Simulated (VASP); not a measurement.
A run of VASP 6.6.1 is set up as follows.

File INCAR:

```
SYSTEM = BiMo
ALGO     = Normal         ! electronic algorithm
EDIFF    = 1E-6           ! SCF threshold, eV
EDIFFG   = -0.005         ! ionic threshold
ENCUT    = 600            ! plane-wave cutoff, eV
GGA      = PS             ! functional
IBRION   = 2              ! ionic algorithm
ISIF     = 3              ! what is computed and relaxed
ISMEAR   = -1             ! smearing method
LASPH    = .TRUE.         ! aspherical terms in the spheres
LCHARG   = .FALSE.        ! write CHGCAR
LREAL    = .FALSE.        ! projectors in reciprocal space
LWAVE    = .FALSE.        ! write WAVECAR
NELM     = 60             ! most SCF steps
NSW      = 60             ! ionic steps
PREC     = Accurate       ! precision mode
PSTRESS  = 4000.0       
SIGMA    = 0.1            ! smearing width, eV
```

KPOINTS

```
k-points
0
G
  10 10 6
  0 0 0
```

POSCAR

```
BiMo
1.0
    3.1992446144      0.0000000000      0.0000000000
   -1.5996223072      2.7706271090      0.0000000000
    0.0000000000      0.0000000000      5.2147687214
Mo Bi
2 2
Direct
    0.3333333333      0.6666666667      0.0000000000
    0.6666666667      0.3333333333      0.5000000000
    0.3333333333      0.6666666667      0.3760000000
    0.6666666667      0.3333333333      0.8760000000
```

Potentials or basis: VASP PAW PBE potentials, release 64 (Mo_sv, Bi_d).

Launch:

```console
$ cat potpaw_PBE.64/Mo_sv/POTCAR potpaw_PBE.64/Bi_d/POTCAR > POTCAR
$ mpirun -np 1 vasp_std > vasp.out
```

(1) Estimate the space group after relaxing (to 0.1 Å).

(2) Estimate the relaxed cell.

(3) Predict the band gap on the k mesh.

(4) Predict the relaxed volume.

Results:

(1) P6_3mc (No. 186).

(2) a = 2.473 Å, b = 2.473 Å, c = 8.273 Å, α = 90.00°, β = 90.00°, γ = 120.00°.

(3) zero (bands 29 and 30 overlap by 3.41 eV).

(4) 10.95 Å³/atom.

Caveat: the cell is relaxed towards a set pressure, so the run minimises the enthalpy, not the energy; a cell axis changed by over 15 % at a fixed basis, so the end point is rough; the PAW data sets were made with another functional, which shifts forces and pressure a little; spin-orbit coupling is left out, which moves the levels of the heavy elements.
